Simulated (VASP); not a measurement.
# InSe (R3m) in VASP: a series of runs

InSe is run at these levels: PBEsol; tasks: single point.

The COD entry that gives the cell may itself be a prediction, so a difference from it is no test against experiment.

All numbers are computed with VASP 6.6.1; they aren't measurements. Logs are shortened: lines on timing, memory, paths and dates and some standing lists are left out, and cuts for length are marked.

**What was measured.**

“The Interaction of Hydrogen with the van der Waals Crystal γ-InSe”, 2020, pmc:7321205 reports, for a bulk crystal of InSe at 300 K: band gap 1.25 eV.

The runs below are set against these values where they give the same quantity.

## 1. The cell of the first run

Symmetry: R3m, No. 160, trigonal system. Conventional cell: a = 4.009 Å, b = 4.009 Å, c = 25.259 Å, α = 90.00°, β = 90.00°, γ = 120.00°. In (site symmetry 3m) has 3 Se at 2.64 Å and 1 In at 2.78 Å within 3.5 Å. Within 3.5 Å of In (site symmetry 3m) lie 3 Se at 2.64 Å and 1 In at 2.78 Å. Within 3.5 Å of Se (site symmetry 3m) lie 3 In at 2.64 Å. Se (site symmetry 3m) has 3 In at 2.64 Å within 3.5 Å.

## 2. Single point, PBEsol

Contents of INCAR:

```
PREC = Accurate ; ENCUT = 520
EDIFF = 1E-6 ; ISMEAR = 0
SIGMA = 0.05 ; LREAL = False
LASPH = True ; NELM = 100
ALGO = Normal ; ISIF = 2
LWAVE = False ; LCHARG = True
GGA = PS ; LELF = True
LVHAR = True ; NBANDS = 27
```

Contents of KPOINTS:

```
regular mesh
0
Gamma
  10 10 10
```

Contents of POSCAR:

```
InSe
1.0
    2.0047356624      1.1574346744      8.4195708289
   -2.0047356624      1.1574346744      8.4195708289
    0.0000000000     -2.3148693487      8.4195708289
In Se
2 2
Direct
    0.0011545547      0.0011545547      0.0011545547
    0.1110362449      0.1110362449      0.1110362449
    0.6172777834      0.6172777834      0.6172777834
    0.8282314169      0.8282314169      0.8282314169
```

Potentials or basis: VASP PAW PBE potentials, release 64 (In_d, Se).

Run with:

```sh
> cat potpaw_PBE.64/In_d/POTCAR potpaw_PBE.64/Se/POTCAR > POTCAR
> mpirun -np 1 vasp_std > vasp.out
```

OUTCAR:

```text
PREC = Accurate
   ENCUT = 520
   EDIFF = 1E-6
   ISMEAR = 0
   LREAL = False
   LASPH = True
   NELM = 100
   ISIF = 2
   GGA = PS

 ion  position               nearest neighbor table
   1  0.001  0.001  0.001-   3 2.64   3 2.64   3 2.64   2 2.78
   2  0.111  0.111  0.111-   4 2.64   4 2.64   4 2.64   1 2.78
   3  0.617  0.617  0.617-   1 2.64   1 2.64   1 2.64
   4  0.828  0.828  0.828-   2 2.64   2 2.64   2 2.64

  LATTYP: Found a trigonal (rhomboedric) cell.
 ALAT       =     8.7319982275
 COS(alpha) =     0.8945814714

  Lattice vectors:

 A1 = (   2.0047356624,   1.1574346744,   8.4195708289)
 A2 = (  -2.0047356624,   1.1574346744,   8.4195708289)
 A3 = (   0.0000000000,  -2.3148693487,   8.4195708289)

Analysis of symmetry for initial positions (statically):
=====================================================================
 Subroutine PRICEL returns:
 Original cell was already a primitive cell.

 Routine SETGRP: Setting up the symmetry group for a
 trigonal (rhombohedral) supercell.

 Subroutine GETGRP returns: Found  6 space group operations
 (whereof  6 operations were pure point group operations)
 out of a pool of 12 trial point group operations.

The static configuration has the point symmetry C_3v.

Analysis of symmetry for dynamics (positions and initial velocities):
=====================================================================
 Subroutine PRICEL returns:
 Original cell was already a primitive cell.

 Routine SETGRP: Setting up the symmetry group for a
 trigonal (rhombohedral) supercell.

 Subroutine GETGRP returns: Found  6 space group operations
 (whereof  6 operations were pure point group operations)
 out of a pool of 12 trial point group operations.

The dynamic configuration has the point symmetry C_3v.

 Subroutine INISYM returns: Found  6 space group operations
 (whereof  6 operations are pure point group operations),
 and found     1 'primitive' translations

----------------------------------------------------------------------------------------

                                     Primitive cell

  volume of cell :     117.2181

  direct lattice vectors                    reciprocal lattice vectors
     2.004735662  1.157434674  8.419570829     0.249409441  0.143996608  0.039590300
    -2.004735662  1.157434674  8.419570829    -0.249409441  0.143996608  0.039590300
     0.000000000 -2.314869349  8.419570829     0.000000000 -0.287993215  0.039590300

  length of vectors
     8.731998227  8.731998227  8.731998227     0.290701709  0.290701709  0.290701709

  position of ions in fractional coordinates (direct lattice)
     0.001154555  0.001154555  0.001154555
     0.111036245  0.111036245  0.111036245
     0.617277783  0.617277783  0.617277783
     0.828231417  0.828231417  0.828231417

  ion indices of the primitive-cell ions
   primitive index   ion index
                 1           1
                 2           2
                 3           3
                 4           4

----------------------------------------------------------------------------------------

 KPOINTS: regular mesh

Automatic generation of k-mesh.
 Grid dimensions read from file:
 generate k-points for:   10   10   10

 Generating k-lattice:

  Cartesian coordinates                     Fractional coordinates (reciprocal lattice)
     0.024940944  0.014399661  0.003959030     0.100000000  0.000000000  0.000000000
    -0.024940944  0.014399661  0.003959030     0.000000000  0.100000000  0.000000000
     0.000000000 -0.028799322  0.003959030     0.000000000  0.000000000  0.100000000

  Length of vectors
     0.029070171  0.029070171  0.029070171

  Shift w.r.t. Gamma in fractional coordinates (k-lattice)
     0.000000000  0.000000000  0.000000000

 Subroutine IBZKPT returns following result:
 ===========================================

 Found    116 irreducible k-points:

 Following reciprocal coordinates:
            Coordinates               Weight
  0.000000  0.000000  0.000000      1.000000
  0.100000 -0.000000 -0.000000      6.000000
  0.200000 -0.000000 -0.000000      6.000000
  0.300000 -0.000000 -0.000000      6.000000
  0.400000 -0.000000 -0.000000      6.000000
  0.500000 -0.000000  0.000000      3.000000
[... 16 lines left out ...]
  0.300000  0.300000  0.000000      6.000000
  0.400000  0.300000 -0.000000     12.000000
 [... further k-points ...]
   k-points           NKPTS =    116   k-points in BZ     NKDIM =    116   number of bands    NBANDS=     27
   number of dos      NEDOS =    301   number of ions     NIONS =      4
   total plane-waves  NPLWV = 343000
   dimension x,y,z NGX =    70 NGY =   70 NGZ =   70
   dimension x,y,z NGXF=   140 NGYF=  140 NGZF=  140
   ions per type =               2   2
   NGX,Y,Z   is equivalent  to a cutoff of  13.33, 13.33, 13.33 a.u.
   NGXF,Y,Z  is equivalent  to a cutoff of  26.65, 26.65, 26.65 a.u.
 SYSTEM =  unknown system
   PREC   = accura    normal or accurate (medium, high low for compatibility)
   ISTART =      0    job   : 0-new  1-cont  2-samecut
   ICHARG =      2    charge: 1-file 2-atom 10-const
   ISPIN  =      1    spin polarized calculation?
   LNONCOLLINEAR =      F non collinear calculations
   LSORBIT =      F    spin-orbit coupling
   LASPH  =      T    aspherical Exc in radial PAW
   ENCUT  =  520.0 eV  38.22 Ry    6.18 a.u.  16.24 16.24 16.24*2*pi/ulx,y,z
   NELM   =    100;   NELMIN=  2; NELMDL= -5     # of ELM steps
   EDIFF  = 0.1E-05   stopping-criterion for ELM
   LREAL  =      F    real-space projection
   EDIFFG = 0.1E-04   stopping-criterion for IOM
   NSW    =      0    number of steps for IOM
   IBRION =     -1    ionic relax: 0-MD 1-quasi-New 2-CG
   NFREE  =      0    steps in history (QN), initial steepest desc. (CG)
   ISIF   =      2    stress and relaxation
   ISYM   =      2    0-nonsym 1-usesym 2-fastsym
   POTIM  = 0.5000    time-step for ionic-motion
   TEBEG  =    0.0;   TEEND  =   0.0 temperature during run
   PSTRESS=    0.0 pullay stress
   NELECT =      38.0000    total number of electrons
   NUPDOWN=      -1.0000    fix difference up-down
   EMIN   =  10.00;   EMAX   =-10.00  energy-range for DOS
   EFERMI =   0.00;   METHOD = LEGACY
   ISMEAR =     0;   SIGMA  =   0.05  broadening in eV -4-tet -1-fermi 0-gaus
   EFERMI_NEDOS =   21; number of points for ismear=-14 and -15
   IALGO  =     38    algorithm
   IMIX   =      4    mixing-type and parameters
     AMIX     =   0.40;   BMIX     =  1.00
     AMIX_MAG =   1.60;   BMIX_MAG =  1.00
  volume/ion in A,a.u.               =      29.30       197.76
  Fermi-wavevector in a.u.,A,eV,Ry     =   1.124616  2.125217 17.208133  1.264762
  Thomas-Fermi vector in A             =   2.261289
   LORBIT       =      0    0 simple, 1 ext, 2 COOP (PROOUT), +10 PAW based schemes
   GGA     = PS    functional components
   LHFCALC =     F    Hartree Fock is set to
   AEXX    =    0.0000 exact exchange contribution
   IVDW    =     0    specifies the selected vdW correction
   LEPSILON=     F    determine dielectric tensor
   LRPA    =     F    only Hartree local field effects (RPA)
 non-spin polarized calculation
 Gauss-broadening in eV      SIGMA  =   0.05
  energy-cutoff  :      520.00
  volume of cell :      117.22
 maximum number of plane-waves:      3188
 NGX is ok and might be reduce to    70
   NGX = 33   NGY = 33   NGZ = 33

 number of electron      38.0000003 magnetization

 Free energy of the ion-electron system (eV)
  ---------------------------------------------------
  ext. energy  EPLUGINS =         0.00000000
  ---------------------------------------------------
  free energy    TOTEN  =       -15.59876329 eV

  energy without entropy =      -15.59876329  energy(sigma->0) =      -15.59876329

 E-fermi :   4.1121     XC(G=0):  -9.0867

 val. band max:        3.9375076281   @ k =   0.5000   0.5000   0.5000
 cond. band min:       4.2870305527   @ k =   0.5000   0.5000   0.5000
 fundamental gap:      0.3495229247
 Fermi energy:         4.1120994061

 k-point     1 :       0.0000    0.0000    0.0000
  band No.  band energies     occupation
      1     -10.8109      2.00000
      2     -10.6114      2.00000
      3     -10.6114      2.00000
      4     -10.5219      2.00000
      5     -10.5219      2.00000
      6     -10.5126      2.00000
[... 19 lines left out ...]
     26       9.3889      0.00000
     27      11.2881      0.00000

 k-point     2 :       0.1000   -0.0000   -0.0000
  band No.  band energies     occupation
      1     -10.8114      2.00000
      2     -10.6535      2.00000
      3     -10.6099      2.00000
      4     -10.5675      2.00000
      5     -10.5157      2.00000
      6     -10.5145      2.00000
[... 19 lines left out ...]
     26       9.6225      0.00000
     27      11.1680      0.00000

 k-point     3 :       0.2000   -0.0000   -0.0000
  band No.  band energies     occupation
      1     -10.8259      2.00000
      2     -10.7245      2.00000
      3     -10.6621      2.00000
      4     -10.6076      2.00000
      5     -10.5233      2.00000
      6     -10.4953      2.00000
[... 19 lines left out ...]
     26      10.1172      0.00000
     27      10.4803      0.00000

 k-point     4 :       0.3000   -0.0000   -0.0000
  band No.  band energies     occupation
      1     -10.8792      2.00000
      2     -10.7530      2.00000
      3     -10.7477      2.00000
      4     -10.6075      2.00000
      5     -10.5326      2.00000
      6     -10.4717      2.00000
[... 19 lines left out ...]
     26      10.4285      0.00000
     27      11.0121      0.00000

 k-point     5 :       0.4000   -0.0000   -0.0000
  band No.  band energies     occupation
      1     -10.9299      2.00000
      2     -10.8127      2.00000
      3     -10.7481      2.00000
      4     -10.6087      2.00000
      5     -10.5399      2.00000
      6     -10.4530      2.00000
[... 19 lines left out ...]
     26      10.3896      0.00000
     27      11.0439      0.00000

 k-point     6 :       0.5000   -0.0000    0.0000
  band No.  band energies     occupation
      1     -10.9485      2.00000
      2     -10.8338      2.00000
      3     -10.7467      2.00000
      4     -10.6094      2.00000
      5     -10.5426      2.00000
      6     -10.4459      2.00000
[... 444 lines left out ...]
      1     -10.9336      2.00000
      2     -10.8243      2.00000
      3     -10.7475      2.00000
      4     -10.6233      2.00000
      5     -10.5251      2.00000
      6     -10.4628      2.00000
[... 19 lines left out ...]
     26      10.9407      0.00000
     27      11.3302      0.00000

 k-point    22 :      -0.2000    0.2000    0.0000
  band No.  band energies     occupation
      1     -10.9000      2.00000
      2     -10.7811      2.00000
      3     -10.7501      2.00000
      4     -10.6165      2.00000
      5     -10.5260      2.00000
      6     -10.4704      2.00000
[... 19 lines left out ...]
     26      10.3063      0.00000
     27      10.6954      0.00000

 k-point    23 :       0.3000    0.3000    0.0000
  band No.  band energies     occupation
      1     -10.8757      2.00000
      2     -10.7584      2.00000
      3     -10.7460      2.00000
      4     -10.6078      2.00000
      5     -10.5325      2.00000
      6     -10.4716      2.00000
[... 19 lines left out ...]
     26      10.6448      0.00000
     27      11.0350      0.00000

 k-point    24 :       0.4000    0.3000   -0.0000
  band No.  band energies     occupation
      1     -10.9052      2.00000
      2     -10.7979      2.00000
      3     -10.7482      2.00000
      4     -10.6128      2.00000
      5     -10.5326      2.00000
      6     -10.4633      2.00000
[... 19 lines left out ...]
     26      10.8090      0.00000
     27      11.2500      0.00000

 [... further k-points ...]

------------------------ aborting loop because EDIFF is reached ----------------------------------------

  FORCE on cell =-STRESS in cart. coord.  units (eV):
  Direction    XX          YY          ZZ          XY          YZ          ZX
  --------------------------------------------------------------------------------------
  -------------------------------------------------------------------------------------
  Total        0.0427072      0.0427072      0.0587863      0.0000000      0.0000000      0.0000000
  in kB        0.5837366      0.5837366      0.8035105      0.0000000      0.0000000      0.0000000
  external PRESSURE =       0.6569945 kB  Pullay stress =       0.0000000 kB

 VOLUME and BASIS-vectors are now :
 -----------------------------------------------------------------------------
  energy-cutoff  :      520.00
  volume of cell :      117.22
      direct lattice vectors                 reciprocal lattice vectors
     2.004735662  1.157434674  8.419570829     0.249409441  0.143996608  0.039590300
    -2.004735662  1.157434674  8.419570829    -0.249409441  0.143996608  0.039590300
     0.000000000 -2.314869349  8.419570829     0.000000000 -0.287993215  0.039590300

 POSITION                                       TOTAL-FORCE (eV/Angst)
 -----------------------------------------------------------------------------------
      0.00000      0.00000      0.02916         0.000000      0.000000      0.014933
      0.00000      0.00000      2.80463         0.000000     -0.000000     -0.014931
      0.00000      0.00000     15.59164         0.000000     -0.000000     -0.020141
      0.00000      0.00000     20.92006         0.000000      0.000000      0.020139
 -----------------------------------------------------------------------------------
    total drift:                                0.000000     -0.000000     -0.000076

  FREE ENERGIE OF THE ION-ELECTRON SYSTEM (eV)
  ---------------------------------------------------
  free  energy   TOTEN  =       -15.5987632932 eV

  energy  without entropy=      -15.5987632929  energy(sigma->0) =      -15.59876329
```

It took 32 min on 1 thread of Intel Xeon Platinum 8259CL at 2.50GHz (Skylake/Cascade Lake), shared host; peak memory 0.85 GiB.

Results:

```
Free energy            : -15.5988 eV
Pressure               : 0.1 GPa
Largest force          : 0.020 eV/Å
Band gap on the k mesh : 0.35 eV, direct
```

Forces on the atoms (eV/Å):
```
In   0.000  0.000  0.015
In   0.000  0.000 -0.015
Se   0.000  0.000 -0.020
Se   0.000  0.000  0.020
```

Caveat: the PAW data sets were made with another functional, which shifts forces and pressure a little; spin-orbit coupling is left out, which moves the levels of the heavy elements.

## 3. Single point, PBEsol

Contents of INCAR:

```
SYSTEM = InSe
ALGO = Normal
EDIFF = 1E-6
ENCUT = 520
GGA = PS
ISIF = 2
ISMEAR = 0
LASPH = .True.
LCHARG = .False.
LREAL = .False.
LWAVE = .False.
NBANDS = 27
NELM = 100
PREC = Accurate
SIGMA = 0.05
```

Contents of KPOINTS:

```
k-points
0
Gamma
  10 10 10
  0 0 0
```

POSCAR is that of step 2.

Potentials or basis: VASP PAW PBE potentials, release 64 (In_d, Se).

Run with:

```sh
> cat potpaw_PBE.64/In_d/POTCAR potpaw_PBE.64/Se/POTCAR > POTCAR
> mpirun -np 1 vasp_std > vasp.out
```

Wall time 28 min (1 thread of Intel Xeon Platinum 8259CL at 2.50GHz (Skylake/Cascade Lake), shared host); peak memory 0.85 GiB.

Results (log left out):

* Free energy: -15.5988 eV
* Pressure: 0.1 GPa
* Largest force: 0.020 eV/Å
* Band gap on the k mesh: 0.35 eV, direct

Forces in eV/Å, atoms in the order of the input:
```
In   0.000  0.000  0.015
In   0.000  0.000 -0.015
Se   0.000  0.000 -0.020
Se   0.000  0.000  0.020
```

Levels at points of the mesh, in eV from the valence-band top:
| k point | band 17 | band 18 | band 19 | band 20 | band 21 | band 22 |
| --- | --- | --- | --- | --- | --- | --- |
| (0.00, 0.00, 0.00) | -1.28 | -1.20 | -1.20 | 1.63 | 2.00 | 4.30 |
| (0.50, 0.00, 0.00) | -2.31 | -2.23 | -1.70 | 1.13 | 1.92 | 3.62 |
| (0.50, 0.50, 0.00) | -2.49 | -2.03 | -1.54 | 1.13 | 1.91 | 3.26 |
| (0.50, 0.50, 0.50) | -1.12 | -1.12 | 0.00 | 0.35 | 2.06 | 4.22 |

Caveat: the PAW data sets were made with another functional, which shifts forces and pressure a little; spin-orbit coupling is left out, which moves the levels of the heavy elements.

## 4. Comparison with measurements

Step 2. Measured gap of InSe: 1.25 eV (300 K; “The Interaction of Hydrogen with the van der Waals Crystal γ-InSe”, 2020, pmc:7321205). This calculation gives 0.35 eV (-0.90 eV). Spin-orbit coupling on In, Se is left out. The value is that of PBEsol on a finite k mesh, which can miss the band edges, without temperature or zero-point motion. Semilocal functionals fall short of measured gaps as a rule.

Step 3. A measured gap of InSe is 1.25 eV (300 K; “The Interaction of Hydrogen with the van der Waals Crystal γ-InSe”, 2020, pmc:7321205); the calculated 0.35 eV misses it by -0.90 eV. Spin-orbit coupling on In, Se is left out. The value is that of PBEsol on a finite k mesh, which can miss the band edges, without temperature or zero-point motion. Semilocal functionals fall short of measured gaps as a rule.
